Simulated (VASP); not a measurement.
The system is Li2S.

```
Li S
1.0
     0.00000    2.84529    2.84529
     2.84529    0.00000    2.84529
     2.84529    2.84529    0.00000
Li S
2 1
Cartesian
  1.4226 1.4226 1.4226
  4.2679 4.2679 4.2679
  0.0000 0.0000 0.0000
```

Base run:

```yaml
Program: VASP 6.6.1
Functional: PBEsol
Potentials_or_basis: VASP PAW PBE potentials, release 64 (Li_sv, S)
Cutoff: 750 eV
k_mesh: 6 × 6 × 6
Occupations: gaussian, width 0.01 eV
Spin: no spin polarisation
```

Its results: band gap on the k mesh 3.22 eV (least direct gap 4.12 eV); pressure -0.8 GPa.

Q: The run is repeated on the same cell with these changes: functional from PBEsol to PBE-based screened hybrid with 20 % exact exchange; cutoff from 750 eV to 650 eV; k mesh from 6 × 6 × 6 to 4 × 4 × 4. What comes out?

A: Band gap on the k mesh 4.41 eV (least direct gap 5.40 eV); pressure -0.5 GPa.

Several settings changed at once.

Caveats: some runs use coarse meshes; the PAW data sets were made with another functional, which shifts forces and pressure a little.

A k mesh can miss the band edges.
